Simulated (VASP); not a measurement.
Input of a VASP 6.6.1 run:

The input INCAR:

```
ALGO = Normal
EDIFF = 1E-7
EDIFFG = -0.002
ENCUT = 500
GGA_COMPAT = F
IBRION = 2
ISIF = 3
ISMEAR = -1
LASPH = T
LCHARG = F
LREAL = F
LWAVE = F
NELM = 120
NELMIN = 4
NSW = 100
PREC = Accurate
SIGMA = 0.08
```

KPOINTS

```
k-points
0
Gamma
  12 12 12
```

File POSCAR:

```
GaSb
1.0
    0.0000000000      3.0590000000      3.0590000000
    3.0590000000      0.0000000000      3.0590000000
    3.0590000000      3.0590000000      0.0000000000
Ga Sb
1 1
Direct
    0.0000000000      0.0000000000      0.0000000000
    0.7500000000      0.7500000000      0.7500000000
```

Potentials or basis: VASP PAW LDA potentials, release 64 (Ga_d, Sb).

Command:

```sh
$ cat potpaw_LDA.64/Ga_d/POTCAR potpaw_LDA.64/Sb/POTCAR > POTCAR
$ mpirun -np 1 vasp_std > vasp.out
```

(1) Predict the space group after relaxing (to 0.1 Å).

(2) Predict the relaxed volume.

(3) Predict the relaxed cell.

## Answers

(1) F-43m (No. 216).

(2) 27.78 Å³/atom.

(3) a = 4.283 Å, b = 4.283 Å, c = 4.283 Å, α = 60.00°, β = 60.00°, γ = 60.00°.
